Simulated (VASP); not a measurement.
Here is a VASP 6.6.1 calculation.

Contents of INCAR:

```
ALGO     = Normal         # electronic algorithm
EDIFF    = 1E-7           # SCF threshold, eV
ENCUT    = 520            # plane-wave cutoff, eV
GGA      = PS             # functional
ISIF     = 2              # what is computed and relaxed
ISMEAR   = 0              # smearing method
LASPH    = True           # aspherical terms in the spheres
LCHARG   = False          # write CHGCAR
LREAL    = False          # projectors in reciprocal space
LWAVE    = False          # write WAVECAR
NBANDS   = 26             # bands
NELM     = 60             # most SCF steps
PREC     = Accurate       # precision mode
SIGMA    = 0.01           # smearing width, eV
```

Contents of KPOINTS:

```
k-points
0
Gamma
  6 6 4
```

The input POSCAR:

```
ZnS
1.0
    3.7815781040      0.0000000000      0.0000000000
   -1.8907890520      3.2749427044      0.0000000000
    0.0000000000      0.0000000000      6.2089610126
Zn S
2 2
Direct
    0.3333333333      0.6666666667      0.0054423634
    0.6666666667      0.3333333333      0.5054423634
    0.3333333333      0.6666666667      0.3795576366
    0.6666666667      0.3333333333      0.8795576366
```

Potentials or basis: VASP PAW PBE potentials, release 64 (Zn, S).

Launch:

```sh
$ cat potpaw_PBE.64/Zn/POTCAR potpaw_PBE.64/S/POTCAR > POTCAR
$ mpirun -np 1 vasp_std > vasp.out
```

Estimate the pressure.

0.2 GPa.

Estimate the band gap on the k mesh.

2.16 eV, direct.

Forces in eV/Å, atoms in the order of the input:
```
Zn   0.000  0.000  0.002
Zn   0.000  0.000  0.002
S    0.000  0.000 -0.002
S    0.000  0.000 -0.002
```

Caveat: the PAW data sets were made with another functional, which shifts forces and pressure a little.
